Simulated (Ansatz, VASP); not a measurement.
**LiF in VASP and in Ansatz**

File INCAR:

```
SYSTEM = LiF
PREC = Accurate
ENCUT = 520
EDIFF = 1E-6
ISMEAR = 0
SIGMA = 0.05
LREAL = .FALSE.
LASPH = .TRUE.
NELM = 80
ALGO = Normal
ISIF = 2
LWAVE = .FALSE.
LCHARG = .TRUE.
GGA = PS
LELF = .TRUE.
LVHAR = .TRUE.
NBANDS = 12
```

The input KPOINTS:

```
Automatic mesh
0
G
  10 10 10
  0 0 0
```

POSCAR

```
LiF
1.0
    0.0000000000      2.0140000000      2.0140000000
    2.2782368000      0.0000000000      2.0140000000
    2.2782368000      2.0140000000      0.0000000000
Li F
1 1
Direct
    0.0000000000      0.0000000000      0.0000000000
    0.5000000000      0.5000000000      0.5000000000
```

Input for Ansatz:

```yaml
crystal:
  lattice:
    - [0.0, 2.014, 2.014]
    - [2.2782368, 0.0, 2.014]
    - [2.2782368, 2.014, 0.0]
  atoms:
    - { symbol: Li, position: [0.0, 0.0, 0.0] }
    - { symbol: F, position: [0.5, 0.5, 0.5] }
basis:
  ecutwfc: 420
kpoints:
  mp_grid: { grid: [10, 10, 10] }
hamiltonian:
  xc: pbesol
scf:
  occupations: { method: gaussian, width: 0.05 }
output:
  forces: true
  stress: true
  eigenvalues: true
```

Change from the starting cell: strain +0.1312 x Voigt [1, 0, 0, 0, 0, 0], atoms carried along.

Alike in both runs: task single point; functional PBEsol; k mesh 10 × 10 × 10; occupations gaussian, width 0.05 eV; no spin polarisation.

|  | VASP | Ansatz |
| --- | --- | --- |
| version | VASP 6.6.1 | Ansatz 0.2.0 |
| potentials or method | VASP PAW PBE potentials, release 64 (Li_sv, F), cutoff 520 eV | scalar-relativistic, plane waves, PAW |
| valence electrons in the cell | 10 | 10 |

```csv
,VASP,Ansatz,Ansatz less VASP
gap on the k mesh at the Fermi level (eV),7.80,7.81,+0.002
least direct gap on the mesh (eV),7.80,7.81,+0.002
```

VASP's potentials were made for PBE, not for PBEsol.

Noted on VASP's run: the cutoff is short for stress, so the pressure is rough.
